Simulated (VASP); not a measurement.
# Co2Cl (Fd-3m) in VASP: further runs

The runs below take Co2Cl through single point, with PBE.

Everything below comes from runs of VASP 6.6.1. Logs are shortened: lines on timing, memory, paths and dates and some standing lists are left out, and cuts for length are marked.

### Step 1. The cell of the first run

The structure is cubic, space group Fd-3m (No. 227). The conventional cell has a = 7.185 Å, b = 7.185 Å, c = 7.185 Å, α = 90.00°, β = 90.00°, γ = 90.00°. Co (site symmetry -3m) has 6 Co at 2.54 Å and 6 Cl at 2.98 Å within 3.4 Å. Cl (site symmetry -43m) has 12 Co at 2.98 Å and 4 Cl at 3.11 Å within 3.9 Å.

### Step 2. Single point, PBE, collinear spin, ferromagnetic start

Contents of INCAR:

```
SYSTEM = Co2Cl
PREC = Accurate ; ENCUT = 520
EDIFF = 1E-7 ; ISMEAR = 0
SIGMA = 0.1 ; LREAL = .FALSE.
LASPH = .TRUE. ; NELM = 150
ALGO = Normal ; ISIF = 2
LWAVE = .FALSE. ; LCHARG = .FALSE.
ISPIN = 2 ; MAGMOM = 3 3 3 3 0 0
LORBIT = 11 ; LMAXMIX = 4
GGA = PE ; NBANDS = 38
```

Contents of KPOINTS:

```
Automatic mesh
0
G
  4 4 4
  0 0 0
```

Contents of POSCAR:

```
Co2Cl
1.0
    0.0000000000      3.5923577177      3.5923577177
    3.5923577177      0.0000000000      3.5923577177
    3.5923577177      3.5923577177      0.0000000000
Co Cl
4 2
Direct
    0.6250000000      0.6250000000      0.6250000000
    0.1250000000      0.6250000000      0.6250000000
    0.6250000000      0.6250000000      0.1250000000
    0.6250000000      0.1250000000      0.6250000000
    0.0000000000      0.0000000000      0.0000000000
    0.2500000000      0.2500000000      0.2500000000
```

Potentials or basis: VASP PAW PBE potentials, release 64 (Co, Cl).

Run with:

```console
$ cat potpaw_PBE.64/Co/POTCAR potpaw_PBE.64/Cl/POTCAR > POTCAR
$ mpirun -np 1 vasp_std > vasp.out
```

OUTCAR:

```text
SYSTEM = Co2Cl
   PREC = Accurate
   ENCUT = 520
   EDIFF = 1E-7
   ISMEAR = 0
   LREAL = .FALSE.
   LASPH = .TRUE.
   NELM = 150
   ISIF = 2
   ISPIN = 2
   LORBIT = 11
   GGA = PE

 ion  position               nearest neighbor table
   1  0.625  0.625  0.625-   2 2.54   3 2.54   4 2.54   3 2.54   4 2.54   2 2.54
   2  0.125  0.625  0.625-   1 2.54   3 2.54   4 2.54   1 2.54   3 2.54   4 2.54
   3  0.625  0.625  0.125-   1 2.54   1 2.54   2 2.54   4 2.54   4 2.54   2 2.54
   4  0.625  0.125  0.625-   1 2.54   3 2.54   1 2.54   2 2.54   3 2.54   2 2.54
   5  0.000  0.000  0.000-
   6  0.250  0.250  0.250-

  LATTYP: Found a face centered cubic cell.
 ALAT       =     7.1847154354

  Lattice vectors:

 A1 = (   0.0000000000,   3.5923577177,   3.5923577177)
 A2 = (   3.5923577177,   0.0000000000,   3.5923577177)
 A3 = (   3.5923577177,   3.5923577177,   0.0000000000)

Analysis of symmetry for initial positions (statically):
=====================================================================
 Subroutine PRICEL returns:
 Original cell was already a primitive cell.

 Routine SETGRP: Setting up the symmetry group for a
 face centered cubic supercell.

 Subroutine GETGRP returns: Found 48 space group operations
 (whereof 24 operations were pure point group operations)
 out of a pool of 48 trial point group operations.

The static configuration has the point symmetry T_d .
 The point group associated with its full space group is O_h .

Analysis of symmetry for dynamics (positions and initial velocities):
=====================================================================
 Subroutine PRICEL returns:
 Original cell was already a primitive cell.

 Routine SETGRP: Setting up the symmetry group for a
 face centered cubic supercell.

 Subroutine GETGRP returns: Found 48 space group operations
 (whereof 24 operations were pure point group operations)
 out of a pool of 48 trial point group operations.

The dynamic configuration has the point symmetry T_d .
 The point group associated with its full space group is O_h .

Analysis of structural, dynamic, and magnetic symmetry:
=====================================================================
 Subroutine PRICEL returns:
 Original cell was already a primitive cell.

 Routine SETGRP: Setting up the symmetry group for a
 face centered cubic supercell.

 Subroutine GETGRP returns: Found 48 space group operations
 (whereof 24 operations were pure point group operations)
 out of a pool of 48 trial point group operations.
[... 128 lines left out ...]
 maximum number of plane-waves:      2525
 NGX is ok and might be reduce to    40
   NGX = 19   NGY = 19   NGZ = 19

 number of electron      50.0000000 magnetization      12.0000000

 number of electron      50.0000021 magnetization       9.6322514

 Free energy of the ion-electron system (eV)
  ---------------------------------------------------
  ext. energy  EPLUGINS =         0.00000000
  ---------------------------------------------------
  free energy    TOTEN  =       -27.39866507 eV

  energy without entropy =      -27.34201704  energy(sigma->0) =      -27.37034105

 E-fermi :   6.7074     XC(G=0): -11.2551

 val. band max:        6.6900750350   @ k =   0.5000   0.2500   0.0000
 cond. band min:       6.7253459619   @ k =   0.0000   0.0000   0.0000
 fundamental gap:      0.0352709270
 Fermi energy:         6.7073568119

 spin component 1

 k-point     1 :       0.0000    0.0000    0.0000
  band No.  band energies     occupation
      1      -9.8347      1.00000
      2      -8.3497      1.00000
      3       0.8138      1.00000
      4       1.0767      1.00000
      5       1.0767      1.00000
      6       1.0767      1.00000
[... 309 lines left out ...]
     36      13.3481      0.00000
     37      15.2970      0.00000
 Fermi energy:         6.7073568119

 spin component 2

 k-point     1 :       0.0000    0.0000    0.0000
  band No.  band energies     occupation
      1      -9.5389      1.00000
      2      -8.0272      1.00000
      3       1.6369      1.00000
      4       1.6369      1.00000
      5       1.6369      1.00000
      6       1.6402      1.00000
[... 309 lines left out ...]
     36      13.9950      0.00000
     37      15.8392      0.00000
 [bands above 37 left out]

------------------------ aborting loop because EDIFF is reached ----------------------------------------

  FORCE on cell =-STRESS in cart. coord.  units (eV):
  Direction    XX          YY          ZZ          XY          YZ          ZX
  --------------------------------------------------------------------------------------
  -------------------------------------------------------------------------------------
  Total       -1.0742504     -1.0742504     -1.0742504      0.0000000     -0.0000000      0.0000000
  in kB      -18.5629674    -18.5629674    -18.5629674      0.0000000     -0.0000000      0.0000000
  external PRESSURE =     -18.5629674 kB  Pullay stress =       0.0000000 kB

 VOLUME and BASIS-vectors are now :
 -----------------------------------------------------------------------------
  energy-cutoff  :      520.00
  volume of cell :       92.72
      direct lattice vectors                 reciprocal lattice vectors
     0.000000000  3.592357718  3.592357718    -0.139184357  0.139184357  0.139184357
     3.592357718  0.000000000  3.592357718     0.139184357 -0.139184357  0.139184357
     3.592357718  3.592357718  0.000000000     0.139184357  0.139184357 -0.139184357

 POSITION                                       TOTAL-FORCE (eV/Angst)
 -----------------------------------------------------------------------------------
      4.49045      4.49045      4.49045        -0.000000     -0.000000      0.000000
      4.49045      2.69427      2.69427        -0.000000     -0.000000      0.000000
      2.69427      2.69427      4.49045         0.000000     -0.000000      0.000000
      2.69427      4.49045      2.69427         0.000000     -0.000000      0.000000
      0.00000      0.00000      0.00000        -0.000000     -0.000000     -0.000000
      1.79618      1.79618      1.79618         0.000000      0.000000     -0.000000
 -----------------------------------------------------------------------------------
    total drift:                                0.000000      0.000000      0.000000

  FREE ENERGIE OF THE ION-ELECTRON SYSTEM (eV)
  ---------------------------------------------------
  free  energy   TOTEN  =       -27.3986650677 eV

  energy  without entropy=      -27.3420170407  energy(sigma->0) =      -27.37034105

 total charge

# of ion       s       p       d       tot
------------------------------------------
    1        0.430   0.296   7.151   7.878
    2        0.430   0.296   7.151   7.878
    3        0.430   0.296   7.151   7.878
    4        0.430   0.296   7.151   7.878
    5        1.634   3.392   0.000   5.026
    6        1.634   3.392   0.000   5.026
--------------------------------------------------
tot          4.990   7.968  28.606  41.563

 magnetization (x)

# of ion       s       p       d       tot
------------------------------------------
    1        0.056   0.001   2.167   2.224
    2        0.056   0.001   2.167   2.224
    3        0.056   0.001   2.167   2.224
    4        0.056   0.001   2.167   2.224
    5        0.005   0.248   0.000   0.253
    6        0.005   0.248   0.000   0.253
--------------------------------------------------
tot          0.233   0.501   8.667   9.401
```

stdout:

```text
POSCAR found type information on POSCAR CoCl
 POSCAR found :  2 types and       6 ions
 scaLAPACK will be used
 LDA part: xc-table for (Slater+PW92), standard interpolation
 POSCAR, INCAR and KPOINTS ok, starting setup
 FFT: planning ... GRIDC
 FFT: planning ... GRID_SOFT
 FFT: planning ... GRID
 WAVECAR not read
 entering main loop
```

It took 3.6 min on 1 thread of Intel Xeon 8259CL, shared host; peak memory 0.29 GiB.

What came out:

- Free energy: -27.3987 eV
- Pressure: -1.9 GPa
- Net moment: 9.63 μB per cell
- Site moments: Co +2.22; Cl +0.25 μB
- Valence electrons inside the program's atomic spheres: Co 7.88; Cl 5.03

Caveat: the k points lie up to 0.38 Å⁻¹ apart.

### Step 3. Single point, PBE, collinear spin, ferromagnetic start

This run uses another cell than the first one, of 15.16 Å³/atom.

Contents of INCAR:

```
  PREC = Accurate
  ENCUT = 520
  EDIFF = 1E-7
  ISMEAR = 0
  SIGMA = 0.1
  LREAL = F
  LASPH = T
  NELM = 150
  ALGO = Normal
  ISIF = 2
  LWAVE = F
  LCHARG = F
  ISPIN = 2
  MAGMOM = 2.46 2.46 2.46 2.46 0.31 0.31
  LORBIT = 11
  LMAXMIX = 4
  GGA = PE
  NBANDS = 38
```

Contents of KPOINTS:

```
regular mesh
0
Gamma
  10 10 10
```

POSCAR: that of step 2 with these lines changed.

```diff
@@ -2,5 +2,5 @@
 1.0
-    0.0000000000      3.5923577177      3.5923577177
-    3.5923577177      0.0000000000      3.5923577177
-    3.5923577177      3.5923577177      0.0000000000
+    0.0000000000      3.5693279663      3.5693279663
+    3.5693279663      0.0000000000      3.5693279663
+    3.5693279663      3.5693279663      0.0000000000
 Co Cl
```

Potentials or basis: VASP PAW PBE potentials, release 64 (Co, Cl).

Run with:

```console
$ cat potpaw_PBE.64/Co/POTCAR potpaw_PBE.64/Cl/POTCAR > POTCAR
$ mpirun -np 1 vasp_std > vasp.out
```

OUTCAR:

```text
PREC = Accurate
   ENCUT = 520
   EDIFF = 1E-7
   ISMEAR = 0
   LREAL = F
   LASPH = T
   NELM = 150
   ISIF = 2
   ISPIN = 2
   LORBIT = 11
   GGA = PE

 ion  position               nearest neighbor table
   1  0.625  0.625  0.625-   2 2.52   3 2.52   4 2.52   3 2.52   4 2.52   2 2.52
   2  0.125  0.625  0.625-   1 2.52   3 2.52   4 2.52   1 2.52   3 2.52   4 2.52
   3  0.625  0.625  0.125-   1 2.52   1 2.52   2 2.52   4 2.52   4 2.52   2 2.52
   4  0.625  0.125  0.625-   1 2.52   3 2.52   1 2.52   2 2.52   3 2.52   2 2.52
   5  0.000  0.000  0.000-
   6  0.250  0.250  0.250-

  LATTYP: Found a face centered cubic cell.
[... 2167 lines left out ...]
 -----------------------------------------------------------------------------------
      4.46166      4.46166      4.46166        -0.000000      0.000000     -0.000000
      4.46166      2.67700      2.67700        -0.000000      0.000000     -0.000000
      2.67700      2.67700      4.46166        -0.000000      0.000000      0.000000
      2.67700      4.46166      2.67700        -0.000000      0.000000      0.000000
      0.00000      0.00000      0.00000         0.000000      0.000000      0.000000
      1.78466      1.78466      1.78466        -0.000000     -0.000000     -0.000000
 -----------------------------------------------------------------------------------
    total drift:                                0.000000      0.000000      0.000000

  FREE ENERGIE OF THE ION-ELECTRON SYSTEM (eV)
  ---------------------------------------------------
  free  energy   TOTEN  =       -27.3946736054 eV

  energy  without entropy=      -27.3365978772  energy(sigma->0) =      -27.36563574

 total charge

# of ion       s       p       d       tot
------------------------------------------
    1        0.435   0.306   7.161   7.902
    2        0.435   0.306   7.161   7.902
    3        0.435   0.306   7.161   7.902
    4        0.435   0.306   7.161   7.902
    5        1.635   3.390   0.000   5.025
    6        1.635   3.390   0.000   5.025
--------------------------------------------------
tot          5.012   8.004  28.644  41.660

 magnetization (x)

# of ion       s       p       d       tot
------------------------------------------
    1        0.058   0.002   2.155   2.214
    2        0.058   0.002   2.155   2.214
    3        0.058   0.002   2.155   2.214
    4        0.058   0.002   2.155   2.214
    5        0.006   0.258   0.000   0.264
    6        0.006   0.258   0.000   0.264
--------------------------------------------------
tot          0.242   0.523   8.618   9.384
```

OSZICAR:

```text
N       E                     dE             d eps       ncg     rms          rms(c)
DAV:   1     0.388207417059E+03    0.38821E+03   -0.21460E+04  7144   0.150E+03
DAV:   2     0.143950566798E+02   -0.37381E+03   -0.35164E+03  7180   0.335E+02
DAV:   3    -0.281361888756E+02   -0.42531E+02   -0.37531E+02  8202   0.120E+02
DAV:   4    -0.303165852723E+02   -0.21804E+01   -0.21590E+01  7846   0.273E+01
DAV:   5    -0.303755366584E+02   -0.58951E-01   -0.58929E-01  9392   0.430E+00    0.240E+01
DAV:   6    -0.311665406436E+02   -0.79100E+00   -0.40624E+01  8742   0.764E+01    0.251E+01
DAV:   7    -0.274963591837E+02    0.36702E+01   -0.14931E+01  8904   0.547E+01    0.895E+00
DAV:   8    -0.275008240265E+02   -0.44648E-02   -0.11571E+00  8636   0.723E+00    0.489E+00
DAV:   9    -0.273933674000E+02    0.10746E+00   -0.23441E-01 10704   0.493E+00    0.141E+00
DAV:  10    -0.273962844169E+02   -0.29170E-02   -0.70775E-02 10220   0.172E+00    0.688E-01
DAV:  11    -0.273947423428E+02    0.15421E-02   -0.72699E-03  8640   0.971E-01    0.337E-01
DAV:  12    -0.273947553400E+02   -0.12997E-04   -0.18967E-03  8232   0.274E-01    0.156E-01
DAV:  13    -0.273946839351E+02    0.71405E-04   -0.30105E-04  9266   0.187E-01    0.713E-02
DAV:  14    -0.273946687820E+02    0.15153E-04   -0.81979E-05 10516   0.525E-02    0.325E-02
DAV:  15    -0.273946735908E+02   -0.48088E-05   -0.92588E-06  8934   0.270E-02    0.217E-02
DAV:  16    -0.273946735746E+02    0.16221E-07   -0.21142E-06 10324   0.154E-02    0.749E-03
DAV:  17    -0.273946736787E+02   -0.10408E-06   -0.21732E-06 10892   0.113E-02    0.438E-03
DAV:  18    -0.273946736054E+02    0.73273E-07   -0.27384E-07  4658   0.360E-03
   1 F= -.27394674E+02 E0= -.27365636E+02  d E =-.580757E-01  mag=     9.6195
```

Run time: 9.8 min. Hardware: 1 thread of Intel Xeon 8259CL, shared host; peak memory 0.43 GiB.

Results:

| Item | Value |
| --- | --- |
| Free energy | -27.3947 eV |
| Pressure | -0.3 GPa |
| Net moment | 9.62 μB per cell |
| Site moments | Co +2.21; Cl +0.26 μB |
| Valence electrons inside the program's atomic spheres | Co 7.90; Cl 5.03 |

Levels at points of the mesh, in eV from the Fermi level:
Spin up:
| k point | band 27 | band 28 | band 29 | band 30 | band 31 | band 32 | band 33 | band 34 |
| --- | --- | --- | --- | --- | --- | --- | --- | --- |
| (0.00, 0.00, 0.00) | -0.96 | -0.96 | -0.96 | 0.97 | 3.40 | 3.40 | 4.95 | 4.95 |
| (0.50, 0.00, 0.00) | -1.52 | -1.36 | -0.96 | 0.08 | 3.43 | 3.49 | 3.49 | 5.05 |
| (0.50, 0.50, 0.00) | -1.49 | -1.49 | -0.50 | -0.50 | 4.22 | 4.22 | 4.39 | 4.39 |
Spin down:
```
           k point  band 18  band 19  band 20  band 21  band 22  band 23
(0.00, 0.00, 0.00)     0.04     0.31     0.31     0.31     0.39     0.39
(0.50, 0.00, 0.00)    -0.59    -0.29    -0.29     0.10     0.10     0.19
(0.50, 0.50, 0.00)    -0.59    -0.44    -0.44     0.07     0.07     0.13
```
